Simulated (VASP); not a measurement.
## CaS (l.bB): single point with LDA

Crystal: CaS (l.bB).

```xyz
2
Lattice="0.0000 2.7818 2.7818 2.7818 0.0000 2.7818 2.7818 2.7818 0.0000" Properties=species:S:1:pos:R:3 pbc="T T T"
Ca    0.0000    0.0000    0.0000
S     2.7818    2.7818    2.7818
```

| Quantity | Value |
| --- | --- |
| Program | VASP 6.6.1 |
| Task | single point |
| Functional | LDA |
| Potentials or basis | VASP PAW LDA potentials, release 64 (Ca_sv, S) |
| Cutoff | 500 eV |
| k mesh | 8 × 8 × 8 |
| Occupations | gaussian, width 0.02 eV |
| Spin | no spin polarisation |

```yaml
Pressure: 0.3 GPa
Band_gap_on_the_k_mesh: 1.96 eV, indirect (least direct gap 2.83 eV)
```

Levels at points of the mesh, in eV from the valence-band top:
```
           k point  band 6  band 7  band 8  band 9  band 10  band 11
(0.00, 0.00, 0.00)    0.00    0.00    0.00    3.93     3.93     3.93
(0.50, 0.00, 0.00)   -3.43   -1.35   -1.35    5.16     6.11     6.23
(0.50, 0.50, 0.00)   -2.46   -0.87   -0.87    1.96     5.59     6.12
```

Run time: 37 s on 1 thread of Intel Xeon 8259CL (shared host), peak memory 0.15 GiB.

A k mesh can miss the band edges.
